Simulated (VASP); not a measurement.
# BN (P6_3/mmc) in VASP: further runs, part 2 of 2

VASP 6.6.1.

### Step 4. Single point, r2SCAN

This run uses another cell than the first one, of 8.43 Å³/atom, 0.940 times its volume.

The input, POSCAR:

```
BN
1.0
    2.4472412002      0.0000000000      0.0000000000
   -1.2236206001      2.1193730486      0.0000000000
    0.0000000000      0.0000000000      6.5002395416
N B
2 2
Direct
    0.6666666667      0.3333333333      0.2500000000
    0.3333333333      0.6666666667      0.7500000000
    0.6666666667      0.3333333333      0.7500000000
    0.3333333333      0.6666666667      0.2500000000
```

The input, INCAR.step1:

```
SYSTEM = BN
ALGO     = Normal         ! electronic algorithm
EDIFF    = 1E-4           ! SCF threshold, eV
ENCUT    = 520            ! plane-wave cutoff, eV
GGA      = PE             ! functional
ISMEAR   = -1             ! smearing method
LASPH    = .TRUE.         ! aspherical terms in the spheres
LCHARG   = .FALSE.        ! write CHGCAR
LREAL    = .FALSE.        ! projectors in reciprocal space
LWAVE    = .TRUE.         ! write WAVECAR
NBANDS   = 16             ! bands
NELM     = 100            ! most SCF steps
PREC     = Accurate       ! precision mode
SIGMA    = 0.05           ! smearing width, eV
```

The input, INCAR.step2:

```
SYSTEM = BN
ALGO     = Normal         ! electronic algorithm
EDIFF    = 1E-7           ! SCF threshold, eV
ENCUT    = 520            ! plane-wave cutoff, eV
ISIF     = 2              ! what is computed and relaxed
ISMEAR   = -1             ! smearing method
ISTART   = 1            
LASPH    = .TRUE.         ! aspherical terms in the spheres
LCHARG   = .FALSE.        ! write CHGCAR
LMIXTAU  = .TRUE.       
LREAL    = .FALSE.        ! projectors in reciprocal space
LWAVE    = .FALSE.        ! write WAVECAR
METAGGA  = R2SCAN         ! meta-GGA
NBANDS   = 16             ! bands
NELM     = 100            ! most SCF steps
PREC     = Accurate       ! precision mode
SIGMA    = 0.05           ! smearing width, eV
```

The input, KPOINTS:

```
k-points
0
G
  12 12 4
  0 0 0
```

Launch:

```
$ cat potpaw_PBE.64/N/POTCAR potpaw_PBE.64/B/POTCAR > POTCAR
$ cp INCAR.step1 INCAR
$ mpirun -np 1 vasp_std > vasp.out
$ cp INCAR.step2 INCAR
$ mpirun -np 1 vasp_std > vasp.out
```

Run time: 2.5 min. Hardware: 1 thread of AMD EPYC 7R43 (Zen 3), shared host; peak memory 0.12 GiB.

Results (log left out):

| Quantity | Value |
| --- | --- |
| Free energy | -38.4553 eV |
| Pressure | 19.1 GPa |
| Band gap on the k mesh | 4.96 eV, indirect (least direct gap 5.42 eV) |

Stress tensor (GPa, compression positive):
```
27.84  0.00  0.00
 0.00 27.84  0.00
 0.00  0.00  1.50
```

Levels at points of the mesh, in eV from the valence-band top:
```csv
k point,band 4,band 5,band 6,band 7,band 8,band 9,band 10,band 11,band 12,band 13
"(0.00, 0.00, 0.00)",-4.45,-1.27,-1.27,-1.23,-1.23,5.78,11.62,12.88,12.88,13.03
"(0.50, 0.00, 0.00)",-9.48,-4.40,-4.33,-1.57,-0.46,4.96,6.59,10.88,11.43,13.68
"(0.00, 0.00, 0.50)",-5.78,-1.25,-1.25,-1.25,-1.25,8.48,8.48,12.95,12.95,12.95
"(0.50, 0.00, 0.50)",-9.52,-4.37,-4.37,-0.99,-0.99,5.48,5.48,11.40,11.40,14.84
```

Caveat: the PAW data sets were made with another functional, which shifts forces and pressure a little. A k mesh can miss the band edges.

### Step 5. Single point, r2SCAN

This run uses another cell than the first one, of 8.61 Å³/atom, 0.960 times its volume.

The input, POSCAR:

```
BN
1.0
    2.4644758610      0.0000000000      0.0000000000
   -1.2322379305      2.1342987027      0.0000000000
    0.0000000000      0.0000000000      6.5460173847
N B
2 2
Direct
    0.6666666667      0.3333333333      0.2500000000
    0.3333333333      0.6666666667      0.7500000000
    0.6666666667      0.3333333333      0.7500000000
    0.3333333333      0.6666666667      0.2500000000
```

The input, INCAR.step1:

```
SYSTEM = BN
PREC     = Accurate       ! precision mode
ENCUT    = 520            ! plane-wave cutoff, eV
ISMEAR   = -1             ! smearing method
SIGMA    = 0.05           ! smearing width, eV
LREAL    = .FALSE.        ! projectors in reciprocal space
LASPH    = .TRUE.         ! aspherical terms in the spheres
NELM     = 100            ! most SCF steps
NBANDS   = 16             ! bands
GGA      = PE             ! functional
ALGO     = Normal         ! electronic algorithm
EDIFF    = 1E-4           ! SCF threshold, eV
LWAVE    = .TRUE.         ! write WAVECAR
LCHARG   = .FALSE.        ! write CHGCAR
```

The input, INCAR.step2:

```
SYSTEM = BN
PREC     = Accurate       ! precision mode
ENCUT    = 520            ! plane-wave cutoff, eV
EDIFF    = 1E-6           ! SCF threshold, eV
ISMEAR   = -1             ! smearing method
SIGMA    = 0.05           ! smearing width, eV
LREAL    = .FALSE.        ! projectors in reciprocal space
LASPH    = .TRUE.         ! aspherical terms in the spheres
NELM     = 100            ! most SCF steps
ALGO     = Normal         ! electronic algorithm
ISIF     = 2              ! what is computed and relaxed
LWAVE    = .FALSE.        ! write WAVECAR
LCHARG   = .FALSE.        ! write CHGCAR
METAGGA  = R2SCAN         ! meta-GGA
LMIXTAU  = .TRUE.       
NBANDS   = 16             ! bands
ISTART   = 1
```

The input, KPOINTS:

```
Automatic mesh
0
G
  12 12 4
  0 0 0
```

Launch:

```
$ cat potpaw_PBE.64/N/POTCAR potpaw_PBE.64/B/POTCAR > POTCAR
$ cp INCAR.step1 INCAR
$ mpirun -np 1 vasp_std > vasp.out
$ cp INCAR.step2 INCAR
$ mpirun -np 1 vasp_std > vasp.out
```

Wall time 2.3 min (1 thread of AMD EPYC 7R43 (Zen 3), shared host); peak memory 0.11 GiB.

Results (log left out):

```yaml
Free_energy: -38.5273 eV
Pressure: 12.7 GPa
Band_gap_on_the_k_mesh: 4.94 eV, indirect (least direct gap 5.39 eV)
```

Stress tensor (GPa, compression positive):
```
18.41  0.00  0.00
 0.00 18.41  0.00
 0.00  0.00  1.20
```

Levels at points of the mesh, in eV from the valence-band top:
| k point | band 4 | band 5 | band 6 | band 7 | band 8 | band 9 | band 10 | band 11 | band 12 | band 13 |
| --- | --- | --- | --- | --- | --- | --- | --- | --- | --- | --- |
| (0.00, 0.00, 0.00) | -4.37 | -1.30 | -1.30 | -1.25 | -1.25 | 5.73 | 11.44 | 12.70 | 12.70 | 12.84 |
| (0.50, 0.00, 0.00) | -9.39 | -4.37 | -4.30 | -1.53 | -0.45 | 4.94 | 6.51 | 10.67 | 11.19 | 13.56 |
| (0.00, 0.00, 0.50) | -5.66 | -1.28 | -1.28 | -1.28 | -1.28 | 8.37 | 8.37 | 12.77 | 12.77 | 12.77 |
| (0.50, 0.00, 0.50) | -9.43 | -4.33 | -4.33 | -0.96 | -0.96 | 5.44 | 5.44 | 11.16 | 11.16 | 14.68 |

Caveat: the PAW data sets were made with another functional, which shifts forces and pressure a little. A k mesh can miss the band edges.

### Step 6. Single point, r2SCAN

This run uses another cell than the first one, of 8.79 Å³/atom, 0.980 times its volume.

The input, POSCAR:

```
BN
1.0
    2.4814727834      0.0000000000      0.0000000000
   -1.2407363917      2.1490184693      0.0000000000
    0.0000000000      0.0000000000      6.5911637588
N B
2 2
Direct
    0.6666666667      0.3333333333      0.2500000000
    0.3333333333      0.6666666667      0.7500000000
    0.6666666667      0.3333333333      0.7500000000
    0.3333333333      0.6666666667      0.2500000000
```

The input, INCAR.step1:

```
ALGO = Normal
EDIFF = 1E-4
ENCUT = 520
GGA = PE
ISMEAR = -1
LASPH = True
LCHARG = False
LREAL = False
LWAVE = True
NBANDS = 16
NELM = 100
PREC = Accurate
SIGMA = 0.05
```

The input, INCAR.step2:

```
ALGO = Normal
EDIFF = 1E-6
ENCUT = 520
ISIF = 2
ISMEAR = -1
ISTART = 1
LASPH = True
LCHARG = False
LMIXTAU = True
LREAL = False
LWAVE = False
METAGGA = R2SCAN
NBANDS = 16
NELM = 100
PREC = Accurate
SIGMA = 0.05
```

The input, KPOINTS:

```
k-points
0
Gamma
  12 12 4
```

Potentials or basis: VASP PAW PBE potentials, release 64 (N, B).

Launch:

```
$ cat potpaw_PBE.64/N/POTCAR potpaw_PBE.64/B/POTCAR > POTCAR
$ cp INCAR.step1 INCAR
$ mpirun -np 1 vasp_std > vasp.out
$ cp INCAR.step2 INCAR
$ mpirun -np 1 vasp_std > vasp.out
```

OUTCAR:

```text
EDIFF = 1E-6
   ENCUT = 520
   ISIF = 2
   ISMEAR = -1
   ISTART = 1
   LASPH = True
   LREAL = False
   METAGGA = R2SCAN
   NELM = 100
   PREC = Accurate

 ion  position               nearest neighbor table
   1  0.667  0.333  0.250-   4 1.43   4 1.43   4 1.43
   2  0.333  0.667  0.750-   3 1.43   3 1.43   3 1.43
   3  0.667  0.333  0.750-   2 1.43   2 1.43   2 1.43
   4  0.333  0.667  0.250-   1 1.43   1 1.43   1 1.43

  LATTYP: Found a hexagonal cell.
 ALAT       =     2.4814727834
 C/A-ratio  =     2.6561499295

  Lattice vectors:

 A1 = (   2.4814727834,   0.0000000000,   0.0000000000)
 A2 = (  -1.2407363917,   2.1490184693,   0.0000000000)
 A3 = (   0.0000000000,   0.0000000000,   6.5911637588)

Analysis of symmetry for initial positions (statically):
=====================================================================
 Subroutine PRICEL returns:
 Original cell was already a primitive cell.

 Routine SETGRP: Setting up the symmetry group for a
 hexagonal supercell.

 Subroutine GETGRP returns: Found 24 space group operations
 (whereof 12 operations were pure point group operations)
 out of a pool of 24 trial point group operations.

The static configuration has the point symmetry D_3d.
 The point group associated with its full space group is D_6h.

Analysis of symmetry for dynamics (positions and initial velocities):
=====================================================================
 Subroutine PRICEL returns:
 Original cell was already a primitive cell.

 Routine SETGRP: Setting up the symmetry group for a
 hexagonal supercell.

 Subroutine GETGRP returns: Found 24 space group operations
 (whereof 12 operations were pure point group operations)
 out of a pool of 24 trial point group operations.

The dynamic configuration has the point symmetry D_3d.
[... 121 lines left out ...]
   IALGO  =     38    algorithm
   IMIX   =      4    mixing-type and parameters
     AMIX     =   0.40;   BMIX     =  1.00
     AMIX_MAG =   1.60;   BMIX_MAG =  1.00
  volume/ion in A,a.u.               =       8.79        59.30
  Fermi-wavevector in a.u.,A,eV,Ry     =   1.259344  2.379814 21.578109  1.585946
  Thomas-Fermi vector in A             =   2.392908
   LORBIT       =      0    0 simple, 1 ext, 2 COOP (PROOUT), +10 PAW based schemes
   METAGGA = R2SCAN    functional components
   LHFCALC =     F    Hartree Fock is set to
   AEXX    =    0.0000 exact exchange contribution
   IVDW    =     0    specifies the selected vdW correction
   LEPSILON=     F    determine dielectric tensor
   LRPA    =     F    only Hartree local field effects (RPA)
 non-spin polarized calculation
  energy-cutoff  :      520.00
  volume of cell :       35.15
 maximum number of plane-waves:       967
   NGX =  9   NGY =  9   NGZ = 25

 number of electron      15.9999994 magnetization

 Free energy of the ion-electron system (eV)
  ---------------------------------------------------
  ext. energy  EPLUGINS =         0.00000000
  ---------------------------------------------------
  free energy    TOTEN  =       -38.57195787 eV

  energy without entropy =      -38.57195787  energy(sigma->0) =      -38.57195787

 E-fermi :   3.2925     XC(G=0): -10.8497

 val. band max:        2.1890095745   @ k =   0.3333   0.3333   0.5000
 cond. band min:       7.1009533810   @ k =   0.5000  -0.0000   0.0000
 fundamental gap:      4.9119438065
 Fermi energy:         3.2924731638

 k-point     1 :       0.0000    0.0000    0.0000
  band No.  band energies     occupation
      1     -16.7770      2.00000
      2     -16.4720      2.00000
      3      -4.3535      2.00000
      4      -2.1052      2.00000
      5       0.8677      2.00000
      6       0.8677      2.00000
[... 433 lines left out ...]
      3      -5.0489      2.00000
      4      -4.9868      2.00000
      5      -1.5400      2.00000
      6      -1.4931      2.00000
[... 8 lines left out ...]
     15      20.3508      0.00000
     16      22.3623      0.00000

 [... further k-points ...]

------------------------ aborting loop because EDIFF is reached ----------------------------------------

  FORCE on cell =-STRESS in cart. coord.  units (eV):
  Direction    XX          YY          ZZ          XY          YZ          ZX
  --------------------------------------------------------------------------------------
  -------------------------------------------------------------------------------------
  Total        2.1508076      2.1508076      0.2028991      0.0000000      0.0000000      0.0000000
  in kB       98.0393400     98.0393401      9.2486610      0.0000000      0.0000000      0.0000000
  external PRESSURE =      68.4424470 kB  Pullay stress =       0.0000000 kB

 VOLUME and BASIS-vectors are now :
 -----------------------------------------------------------------------------
  energy-cutoff  :      520.00
  volume of cell :       35.15
      direct lattice vectors                 reciprocal lattice vectors
     2.481472783  0.000000000  0.000000000     0.402986487  0.232664357  0.000000000
    -1.240736392  2.149018469  0.000000000     0.000000000  0.465328714  0.000000000
     0.000000000  0.000000000  6.591163759     0.000000000  0.000000000  0.151718276

 POSITION                                       TOTAL-FORCE (eV/Angst)
 -----------------------------------------------------------------------------------
      1.24074      0.71634      1.64779         0.000000      0.000000     -0.000000
     -0.00000      1.43268      4.94337         0.000000      0.000000     -0.000000
      1.24074      0.71634      4.94337         0.000000     -0.000000      0.000000
     -0.00000      1.43268      1.64779        -0.000000      0.000000      0.000000
 -----------------------------------------------------------------------------------
    total drift:                               -0.000000      0.000000      0.000000

  FREE ENERGIE OF THE ION-ELECTRON SYSTEM (eV)
  ---------------------------------------------------
  free  energy   TOTEN  =       -38.5719578652 eV

  energy  without entropy=      -38.5719578652  energy(sigma->0) =      -38.57195787
```

OUTCAR.step1:

```text
EDIFF = 1E-4
   ENCUT = 520
   GGA = PE
   ISMEAR = -1
   LASPH = True
   LREAL = False
[... 685 lines left out ...]
     -0.00000      1.43268      4.94337        -0.000000     -0.000000      0.000000
      1.24074      0.71634      4.94337         0.000000      0.000000      0.000000
     -0.00000      1.43268      1.64779        -0.000000     -0.000000      0.000000
 -----------------------------------------------------------------------------------
    total drift:                               -0.000000      0.000000      0.000000

  FREE ENERGIE OF THE ION-ELECTRON SYSTEM (eV)
  ---------------------------------------------------
  free  energy   TOTEN  =       -35.1114214047 eV

  energy  without entropy=      -35.1114214047  energy(sigma->0) =      -35.11142140
```

Wall time 2.5 min (1 thread of AMD EPYC 7R43 (Zen 3), shared host); peak memory 0.12 GiB.

Results:

```yaml
Free_energy: -38.5720 eV
Pressure: 6.8 GPa
Band_gap_on_the_k_mesh: 4.91 eV, indirect (least direct gap 5.35 eV)
```

Levels at points of the mesh, in eV from the valence-band top:
```csv
k point,band 5,band 6,band 7,band 8,band 9,band 10,band 11,band 12
"(0.00, 0.00, 0.00)",-1.32,-1.32,-1.28,-1.28,5.69,11.28,12.53,12.53
"(0.50, 0.00, 0.00)",-4.33,-4.26,-1.49,-0.44,4.91,6.43,10.47,10.96
"(0.00, 0.00, 0.50)",-1.30,-1.30,-1.30,-1.30,8.26,8.26,12.59,12.59
"(0.50, 0.00, 0.50)",-4.30,-4.30,-0.94,-0.94,5.40,5.40,10.93,10.93
```

Caveat: the PAW data sets were made with another functional, which shifts forces and pressure a little. r2SCAN opens gaps a little over a GGA but as a rule still falls short of measured ones.

### Step 7. Overview

```tsv
level	cell	k mesh	smearing	grid for exact exchange (PRECFOCK)	gap on the mesh (eV)	pressure (GPa)
PBE0	a = 2.498, b = 2.498, c = 6.636 Å, angles 90.0, 90.0, 120.0°, 4 atoms	6 × 6 × 2	fermi-dirac 0.1 eV	Normal	6.37	0.1
r2SCAN	a = 2.447, b = 2.447, c = 6.500 Å, angles 90.0, 90.0, 120.0°, 4 atoms	12 × 12 × 4	fermi-dirac 0.05 eV	-	4.96	19.1
r2SCAN	a = 2.464, b = 2.464, c = 6.546 Å, angles 90.0, 90.0, 120.0°, 4 atoms	12 × 12 × 4	fermi-dirac 0.05 eV	-	4.94	12.7
r2SCAN	a = 2.481, b = 2.481, c = 6.591 Å, angles 90.0, 90.0, 120.0°, 4 atoms	12 × 12 × 4	fermi-dirac 0.05 eV	-	4.91	6.8
```

Alike in all rows: task single point; potentials or basis VASP PAW PBE potentials, release 64 (N, B); no spin polarisation; cutoff (eV) 520.

Caveats: some runs use coarse meshes; the PAW data sets were made with another functional, which shifts forces and pressure a little; this functional lacks dispersion, which binds the layers, so the pressure and a relaxed spacing across them are unreliable (some runs).

Total energies depend on the potentials used, so only differences within one code and one set of settings carry meaning.
